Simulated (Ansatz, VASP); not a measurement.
## Two plane-wave programs on Ge

```
CELL_PARAMETERS angstrom
0.00000 2.83897 2.78934
2.83897 0.00000 2.78934
2.83897 2.83897 0.00000
ATOMIC_POSITIONS crystal
Ge 0.00000 0.00000 0.00000
Ge 0.25000 0.25000 0.25000
```

Change from the starting cell: strained cell.

Alike in both runs: task relaxation of the atoms; functional LDA; k mesh 12 × 12 × 12; occupations gaussian, width 0.1 eV; no spin polarisation.

|  | VASP | Ansatz |
| --- | --- | --- |
| version | VASP 6.6.1 | Ansatz 0.2.0 |
| potentials or method | VASP PAW LDA potentials, release 64 (Ge_d), cutoff 520 eV | scalar-relativistic, plane waves, PAW |
| valence electrons in the cell | 28 | 28 |

```csv
,VASP,Ansatz,Ansatz less VASP
"gap on the k mesh at the Fermi level, each at its own relaxed structure (eV)",0.13,0.11,-0.021
```

LDA's correlation is that of Perdew and Zunger in VASP and of Perdew and Wang (1992) in Ansatz. Ansatz's warnings: stress scf threshold loose.

Noted on VASP's run: the relaxation stopped at its first step, so nothing moved.
